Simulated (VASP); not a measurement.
Runs of VASP 6.6.1 on Ga3IrRu. The structure is that of space group Pm-3m (No. 221), or close to it. The cells are those of the table. The cell was built from a structure type or drawn by symmetry, and may not be a known phase.

```csv
task,spin,cell,cutoff (eV),gap on the mesh (eV),pressure (GPa)
single point,off,"a = 4.677 Å, 5 atoms",520,none,0.3
single point,off,"a = 4.421 Å, 5 atoms",520,none,24.4
relaxation of cell and atoms,off,"relaxed from a = 4.421 Å, 5 atoms",600,none,-0.1
single point,"collinear, ferromagnetic start","a = 4.677 Å, 5 atoms",520,none,(a)
```

Alike in all rows: level PBE; potentials or basis VASP PAW PBE potentials, release 64 (Ga_d, Ru_pv, Ir); k mesh 4 × 4 × 4; smearing gaussian 0.1 eV.

Q: Fill in the values left out.

A: (a) 2.5.

Caveats: spin-orbit coupling is left out, which moves the levels of the heavy elements; the cell stands under pressure (at least some runs).

A k mesh can miss the band edges, and the runs leave out spin-orbit coupling on Ga, Ir, Ru.

A gap of «none» marks levels without a gap at the run's occupations.
